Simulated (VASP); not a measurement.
# Al17GaN18 (a cell with a defect) in VASP: single point with PBEsol

Aim: the single point of Al17GaN18 (a cell with a defect) with PBEsol.

Program: VASP 6.6.1. These are calculated values, not measurements. Logs are shortened: lines on timing, memory, paths and dates and some standing lists are left out, and cuts for length are marked.

## (1) The cell of the first run

The cell holds a defect, 36 atoms: a = 7.343 Å, b = 7.343 Å, c = 7.343 Å, α = 79.00°, β = 79.00°, γ = 79.00°.

## (2) Single point, PBEsol

Contents of INCAR:

```
  PREC = Accurate
  ENCUT = 520
  EDIFF = 1E-6
  ISMEAR = 0
  SIGMA = 0.02
  LREAL = Auto
  LASPH = T
  NELM = 100
  ALGO = Normal
  ISIF = 2
  LWAVE = F
  LCHARG = F
  GGA = PS
  NBANDS = 101
```

Contents of KPOINTS:

```
Automatic mesh
0
Gamma
  2 2 2
  0.5 0.5 0.5
```

Contents of POSCAR:

```
Al17GaN18
1.0
    4.6706711409      2.6966132405     -4.9836450386
    0.0000000000     -5.3932264810     -4.9836450386
   -4.6706711409      2.6966132405     -4.9836450386
Ga Al N
1 17 18
Direct
    0.0552617366      0.3885950699      0.0552617366
    0.0559315759      0.0552744282      0.3896647454
    0.3896647454      0.3892649092      0.7219410949
    0.7219410949      0.3892649092      0.3896647454
    0.3896647454      0.0552744282      0.0559315759
    0.0559315759      0.7229980788      0.7219410949
    0.3894473014      0.7227806347      0.3894473014
    0.7226006657      0.0559339990      0.7226006657
    0.7219410949      0.7229980788      0.0559315759
    0.7768957417      0.1102290751      0.1116151824
    0.7783356380      0.7782382710      0.4449049376
    0.1116151824      0.1102290751      0.7768957417
    0.4449049376      0.1116689713      0.4449049376
    0.1119084811      0.7791362746      0.1119084811
    0.7768957417      0.4449485157      0.7768957417
    0.1119084811      0.4452418144      0.4458029413
    0.4449049376      0.7782382710      0.7783356380
    0.4458029413      0.4452418144      0.1119084811
    0.9248533871      0.2581867204      0.9248533871
    0.9284923181      0.9290376695      0.2621007127
    0.2621007127      0.2618256514      0.5957043361
    0.5957043361      0.2618256514      0.2621007127
    0.2621007127      0.9290376695      0.9284923181
    0.9284923181      0.5954340461      0.5957043361
    0.2621283390      0.5954616724      0.2621283390
    0.5951877603      0.9285210937      0.5951877603
    0.5957043361      0.5954340461      0.9284923181
    0.9829121372      0.3162454705      0.3234527947
    0.9840149530      0.9835689372      0.6502356038
    0.3234527947      0.3162454705      0.9829121372
    0.6502356038      0.3173482863      0.6502356038
    0.3174754889      0.9842982871      0.3174754889
    0.9829121372      0.6567861280      0.9829121372
    0.3174754889      0.6508088222      0.6509649538
    0.6502356038      0.9835689372      0.9840149530
    0.6509649538      0.6508088222      0.3174754889
```

Potentials or basis: VASP PAW PBE potentials, release 64 (Ga_d, Al, N).

Command:

```console
$ cat potpaw_PBE.64/Ga_d/POTCAR potpaw_PBE.64/Al/POTCAR potpaw_PBE.64/N/POTCAR > POTCAR
$ mpirun -np 1 vasp_std > vasp.out
```

OUTCAR:

```text
PREC = Accurate
   ENCUT = 520
   EDIFF = 1E-6
   ISMEAR = 0
   LREAL = Auto
   LASPH = T
   NELM = 100
   ISIF = 2
   GGA = PS

 ion  position               nearest neighbor table
   1  0.055  0.389  0.055-  30 1.94  28 1.94  33 1.94  19 1.95  10 3.08  12 3.08  15 3.08  16 3.09
                            18 3.09  14 3.09   3 3.12   4 3.12   2 3.12   5 3.12   6 3.12   9 3.12
   2  0.056  0.055  0.390-  28 1.88  29 1.88  32 1.89  20 1.90  12 3.06  14 3.06  11 3.07  13 3.07
                            10 3.08  16 3.08   6 3.10   7 3.11   8 3.11   5 3.12   1 3.12   4 3.12
   3  0.390  0.389  0.722-  30 1.88  31 1.88  34 1.89  21 1.90  15 3.06  16 3.06  13 3.07  17 3.07
                            12 3.08  18 3.08   4 3.10   7 3.11   8 3.11   6 3.12   1 3.12   5 3.12
   4  0.722  0.389  0.390-  28 1.88  31 1.88  36 1.89  22 1.90  15 3.06  18 3.06  13 3.07  11 3.07
                            10 3.08  16 3.08   3 3.10   7 3.11   8 3.11   9 3.12   1 3.12   2 3.12
   5  0.390  0.055  0.056-  30 1.88  35 1.88  32 1.89  23 1.90  10 3.06  14 3.06  17 3.07  13 3.07
                            12 3.08  18 3.08   9 3.10   7 3.11   8 3.11   2 3.12   1 3.12   3 3.12
   6  0.056  0.723  0.722-  33 1.88  29 1.88  34 1.89  24 1.90  12 3.06  16 3.06  11 3.07  17 3.07
                            15 3.08  14 3.08   2 3.10   7 3.11   8 3.11   3 3.12   1 3.12   9 3.12
   7  0.389  0.723  0.389-  34 1.89  36 1.89  32 1.89  25 1.90  16 3.07  18 3.07  14 3.07  13 3.07
                            17 3.07  11 3.07   6 3.11   9 3.11   2 3.11   5 3.11   4 3.11   3 3.11
   8  0.723  0.056  0.723-  29 1.89  35 1.89  31 1.89  26 1.90  15 3.07  12 3.07  10 3.07  11 3.07
                            17 3.07  13 3.07   9 3.11   6 3.11   2 3.11   5 3.11   4 3.11   3 3.11
   9  0.722  0.723  0.056-  33 1.88  35 1.88  36 1.89  27 1.90  10 3.06  18 3.06  17 3.07  11 3.07
[... 23 lines left out ...]
  23  0.262  0.929  0.928-  14 1.89  12 1.89  17 1.89   5 1.90
  24  0.928  0.595  0.596-  16 1.89  15 1.89  11 1.89   6 1.90
[... 10 lines left out ...]
  35  0.650  0.984  0.984-   5 1.88   9 1.88   8 1.89  10 1.90
  36  0.651  0.651  0.317-   4 1.89   9 1.89   7 1.89  11 1.90

  LATTYP: Found a trigonal (rhomboedric) cell.
 ALAT       =     7.3432696904
 COS(alpha) =     0.1908861811

  Lattice vectors:

 A1 = (   4.6706711409,   2.6966132405,  -4.9836450386)
 A2 = (   0.0000000000,  -5.3932264810,  -4.9836450386)
 A3 = (  -4.6706711409,   2.6966132405,  -4.9836450386)

Analysis of symmetry for initial positions (statically):
=====================================================================
 Subroutine PRICEL returns:
 Original cell was already a primitive cell.

 Routine SETGRP: Setting up the symmetry group for a
 trigonal (rhombohedral) supercell.

 Subroutine GETGRP returns: Found  6 space group operations
 (whereof  2 operations were pure point group operations)
 out of a pool of 12 trial point group operations.

The static configuration has the point symmetry C_1h.
 The point group associated with its full space group is C_3v.

Analysis of symmetry for dynamics (positions and initial velocities):
=====================================================================
 Subroutine PRICEL returns:
 Original cell was already a primitive cell.

 Routine SETGRP: Setting up the symmetry group for a
 trigonal (rhombohedral) supercell.

 Subroutine GETGRP returns: Found  6 space group operations
 (whereof  2 operations were pure point group operations)
 out of a pool of 12 trial point group operations.

The dynamic configuration has the point symmetry C_1h.
 The point group associated with its full space group is C_3v.

 Subroutine INISYM returns: Found  6 space group operations
 (whereof  2 operations are pure point group operations),
 and found     1 'primitive' translations

----------------------------------------------------------------------------------------

                                     Primitive cell

  volume of cell :     376.6139

  direct lattice vectors                    reciprocal lattice vectors
     4.670671141  2.696613241 -4.983645039     0.107050997  0.061805922 -0.066885448
     0.000000000 -5.393226481 -4.983645039     0.000000000 -0.123611843 -0.066885448
    -4.670671141  2.696613241 -4.983645039    -0.107050997  0.061805922 -0.066885448

  length of vectors
     7.343269690  7.343269690  7.343269690     0.140547327  0.140547327  0.140547327

  position of ions in fractional coordinates (direct lattice)
     0.055261737  0.388595070  0.055261737
     0.055931576  0.055274428  0.389664745
     0.389664745  0.389264909  0.721941095
     0.721941095  0.389264909  0.389664745
     0.389664745  0.055274428  0.055931576
     0.055931576  0.722998079  0.721941095
[... 28 lines left out ...]
     0.650235604  0.983568937  0.984014953
     0.650964954  0.650808822  0.317475489

  ion indices of the primitive-cell ions
   primitive index   ion index
                 1           1
                 2           2
                 3           3
                 4           4
                 5           5
                 6           6
[... 28 lines left out ...]
                35          35
                36          36

----------------------------------------------------------------------------------------

 KPOINTS: Automatic mesh

Automatic generation of k-mesh.
 Grid dimensions read from file:
 generate k-points for:    2    2    2

 Generating k-lattice:

  Cartesian coordinates                     Fractional coordinates (reciprocal lattice)
     0.053525498  0.030902961 -0.033442724     0.500000000  0.000000000  0.000000000
     0.000000000 -0.061805922 -0.033442724     0.000000000  0.500000000  0.000000000
    -0.053525498  0.030902961 -0.033442724     0.000000000  0.000000000  0.500000000

  Length of vectors
     0.070273663  0.070273663  0.070273663

  Shift w.r.t. Gamma in fractional coordinates (k-lattice)
     0.500000000  0.500000000  0.500000000

 Subroutine IBZKPT returns following result:
 ===========================================

 Found      2 irreducible k-points:

 Following reciprocal coordinates:
            Coordinates               Weight
  0.250000  0.250000  0.250000      2.000000
 -0.250000  0.250000  0.250000      6.000000
   k-points           NKPTS =      2   k-points in BZ     NKDIM =      2   number of bands    NBANDS=    101
   number of dos      NEDOS =    301   number of ions     NIONS =     36
   total plane-waves  NPLWV = 175616
   dimension x,y,z NGX =    56 NGY =   56 NGZ =   56
   dimension x,y,z NGXF=   112 NGYF=  112 NGZF=  112
   ions per type =               1  17  18
   NGX,Y,Z   is equivalent  to a cutoff of  12.68, 12.68, 12.68 a.u.
   NGXF,Y,Z  is equivalent  to a cutoff of  25.36, 25.36, 25.36 a.u.
 SYSTEM =  unknown system
   PREC   = accura    normal or accurate (medium, high low for compatibility)
   ISTART =      0    job   : 0-new  1-cont  2-samecut
   ICHARG =      2    charge: 1-file 2-atom 10-const
   ISPIN  =      1    spin polarized calculation?
   LNONCOLLINEAR =      F non collinear calculations
   LSORBIT =      F    spin-orbit coupling
   LASPH  =      T    aspherical Exc in radial PAW
   ENCUT  =  520.0 eV  38.22 Ry    6.18 a.u.  13.65 13.65 13.65*2*pi/ulx,y,z
   NELM   =    100;   NELMIN=  2; NELMDL= -5     # of ELM steps
   EDIFF  = 0.1E-05   stopping-criterion for ELM
   LREAL  =      T    real-space projection
   EDIFFG = 0.1E-04   stopping-criterion for IOM
   NSW    =      0    number of steps for IOM
[... 5 lines left out ...]
   TEBEG  =    0.0;   TEEND  =   0.0 temperature during run
   PSTRESS=    0.0 pullay stress
   NELECT =     154.0000    total number of electrons
   NUPDOWN=      -1.0000    fix difference up-down
   EMIN   =  10.00;   EMAX   =-10.00  energy-range for DOS
   EFERMI =   0.00;   METHOD = LEGACY
   ISMEAR =     0;   SIGMA  =   0.02  broadening in eV -4-tet -1-fermi 0-gaus
   EFERMI_NEDOS =   21; number of points for ismear=-14 and -15
   IALGO  =     38    algorithm
   IMIX   =      4    mixing-type and parameters
     AMIX     =   0.40;   BMIX     =  1.00
     AMIX_MAG =   1.60;   BMIX_MAG =  1.00
  volume/ion in A,a.u.               =      10.46        70.60
  Fermi-wavevector in a.u.,A,eV,Ry     =   1.215112  2.296229 20.088963  1.476497
  Thomas-Fermi vector in A             =   2.350510
   LORBIT       =      0    0 simple, 1 ext, 2 COOP (PROOUT), +10 PAW based schemes
   GGA     = PS    functional components
   LHFCALC =     F    Hartree Fock is set to
   AEXX    =    0.0000 exact exchange contribution
   IVDW    =     0    specifies the selected vdW correction
   LEPSILON=     F    determine dielectric tensor
   LRPA    =     F    only Hartree local field effects (RPA)
 non-spin polarized calculation
 Gauss-broadening in eV      SIGMA  =   0.02
  energy-cutoff  :      520.00
  volume of cell :      376.61
 maximum number of plane-waves:     10147
 NGX is ok and might be reduce to    54
   NGX = 27   NGY = 27   NGZ = 27

 number of electron     154.0000001 magnetization

 Free energy of the ion-electron system (eV)
  ---------------------------------------------------
  ext. energy  EPLUGINS =         0.00000000
  ---------------------------------------------------
  free energy    TOTEN  =      -279.23769607 eV

  energy without entropy =     -279.23769607  energy(sigma->0) =     -279.23769607

 E-fermi :   5.9629     XC(G=0): -11.1708

 val. band max:        5.8283362289   @ k =  -0.2500   0.2500   0.2500
 cond. band min:      10.9472935392   @ k =  -0.2500   0.2500   0.2500
 fundamental gap:      5.1189573103
 Fermi energy:         5.9628684942

 k-point     1 :       0.2500    0.2500    0.2500
  band No.  band energies     occupation
      1      -8.9590      2.00000
      2      -8.0229      2.00000
      3      -8.0229      2.00000
      4      -7.9751      2.00000
      5      -7.7434      2.00000
      6      -7.5920      2.00000
[... 81 lines left out ...]
     88      12.1011      0.00000
     89      12.1011      0.00000

 k-point     2 :      -0.2500    0.2500    0.2500
  band No.  band energies     occupation
      1      -8.8258      2.00000
      2      -8.2714      2.00000
      3      -8.0846      2.00000
      4      -8.0598      2.00000
      5      -7.8151      2.00000
      6      -7.6692      2.00000
[... 81 lines left out ...]
     88      12.5020      0.00000
     89      12.5320      0.00000
 [bands above 89 left out]

------------------------ aborting loop because EDIFF is reached ----------------------------------------

  FORCE on cell =-STRESS in cart. coord.  units (eV):
  Direction    XX          YY          ZZ          XY          YZ          ZX
  --------------------------------------------------------------------------------------
  -------------------------------------------------------------------------------------
  Total        1.9268762      1.9268762      2.8331733      0.0000000      0.0000000      0.0000000
  in kB        8.1972483      8.1972483     12.0527852      0.0000000      0.0000000      0.0000000
  external PRESSURE =       9.4824273 kB  Pullay stress =       0.0000000 kB

 VOLUME and BASIS-vectors are now :
 -----------------------------------------------------------------------------
  energy-cutoff  :      520.00
  volume of cell :      376.61
      direct lattice vectors                 reciprocal lattice vectors
     4.670671141  2.696613241 -4.983645039     0.107050997  0.061805922 -0.066885448
     0.000000000 -5.393226481 -4.983645039     0.000000000 -0.123611843 -0.066885448
    -4.670671141  2.696613241 -4.983645039    -0.107050997  0.061805922 -0.066885448

 POSITION                                       TOTAL-FORCE (eV/Angst)
 -----------------------------------------------------------------------------------
      0.00000     -1.79774     -2.48743        -0.000000     -0.000000     -0.001968
     -1.55876      0.90349     -2.49616         0.000296     -0.002506      0.000862
     -1.55195      0.89818     -7.47981        -0.002318      0.000996      0.000862
      1.55195      0.89818     -7.47981         0.002318      0.000996      0.000862
      1.55876      0.90349     -2.49616        -0.000296     -0.002506      0.000862
     -3.11071     -1.80167     -7.47981        -0.002022      0.001509      0.000862
[... 28 lines left out ...]
     -1.55897     -0.89767    -13.04628         0.000919     -0.000531      0.000820
      1.55762     -0.89845     -8.06976        -0.000403     -0.000233      0.000683
 -----------------------------------------------------------------------------------
    total drift:                               -0.000000      0.000003     -0.010735

  FREE ENERGIE OF THE ION-ELECTRON SYSTEM (eV)
  ---------------------------------------------------
  free  energy   TOTEN  =      -279.2376960659 eV

  energy  without entropy=     -279.2376960659  energy(sigma->0) =     -279.23769607
```

Wall time 6.7 min (1 thread of AMD EPYC 7R13, shared host); peak memory 0.4 GiB.

Results:

| Property | Result |
| --- | --- |
| Free energy | -279.2377 eV |
| Pressure | 0.9 GPa |
| Largest force | 0.010 eV/Å |
| Band gap on the k mesh | 5.12 eV |

Forces on the atoms (eV/Å):
```
Ga   0.000  0.000 -0.002
Al   0.000 -0.003  0.001
Al  -0.002  0.001  0.001
Al   0.002  0.001  0.001
Al   0.000 -0.003  0.001
Al  -0.002  0.002  0.001
Al   0.000  0.000  0.001
Al   0.000  0.000 -0.007
Al   0.002  0.002  0.001
Al   0.001 -0.001 -0.003
Al  -0.003 -0.002  0.000
Al  -0.001 -0.001 -0.003
Al   0.000  0.003  0.000
Al   0.000  0.000  0.000
Al   0.000  0.001 -0.003
Al   0.000  0.000  0.000
Al   0.003 -0.002  0.000
Al   0.000  0.000  0.000
N    0.000  0.000 -0.006
N    0.000  0.001  0.001
N    0.001 -0.001  0.001
N   -0.001 -0.001  0.001
N    0.000  0.001  0.001
N    0.001  0.000  0.001
N    0.000  0.000 -0.001
N    0.000  0.000  0.000
N   -0.001  0.000  0.001
N    0.007 -0.004  0.005
N   -0.001 -0.001  0.001
N   -0.007 -0.004  0.005
N    0.000  0.001  0.001
N    0.000  0.000  0.001
N    0.000  0.008  0.005
N    0.000  0.000  0.001
N    0.001 -0.001  0.001
N    0.000  0.000  0.001
```

Levels at points of the mesh, in eV from the valence-band top:
```
           k point  band 74  band 75  band 76  band 77  band 78  band 79  band 80  band 81
(0.25, 0.25, 0.25)    -0.36    -0.36    -0.09    -0.09     5.17     5.66     5.77     5.77
```

Caveat: the PAW data sets were made with another functional, which shifts forces and pressure a little.
